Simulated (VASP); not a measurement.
NaHgH2, 4 atoms in the cell. Symmetry: P4/mmm, No. 123, tetragonal system. The conventional cell has a = 3.704 Å, b = 3.704 Å, c = 6.142 Å, α = 90.00°, β = 90.00°, γ = 90.00°. Within 3.5 Å of Na (site symmetry 4/mmm) lie 8 H at 2.65 Å and 2 Hg at 3.07 Å. Within 4.0 Å of Hg (site symmetry 4/mmm) lie 2 Na at 3.07 Å and 4 Hg at 3.70 Å and 8 H at 3.75 Å. H (site symmetry 4mm) has 1 H at 0.77 Å within 1.1 Å. 

```yaml
Program: VASP 6.6.1
Task: single point
Functional: PBE
Potentials_or_basis: VASP PAW PBE potentials, release 64 (Na_pv, Hg, H)
Cutoff: 520 eV
k_mesh: 12 × 12 × 8
Occupations: gaussian, width 0.1 eV
Spin: no spin polarisation
Dipole_correction: no
Further_INCAR_settings: ALGO = Normal; EDIFF = 1e-07; NBANDS = 18
```

Potentials or basis: VASP PAW PBE potentials, release 64 (Na_pv, Hg, H).

Run with:

```console
$ cat potpaw_PBE.64/Na_pv/POTCAR potpaw_PBE.64/Hg/POTCAR potpaw_PBE.64/H/POTCAR > POTCAR
$ mpirun -np 1 vasp_std > vasp.out
```

Hardware: 1 thread of Intel(R) Xeon(R) Platinum 8375C CPU @ 2.90GHz (Ice Lake), on a shared host.

Q: Estimate the wall time of this run.

A: Wall time 97 s on 1 thread of Intel(R) Xeon(R) Platinum 8375C CPU @ 2.90GHz (Ice Lake), on a shared host, peak memory 0.35 GiB. Counts: scf iterations 12, k points 140.
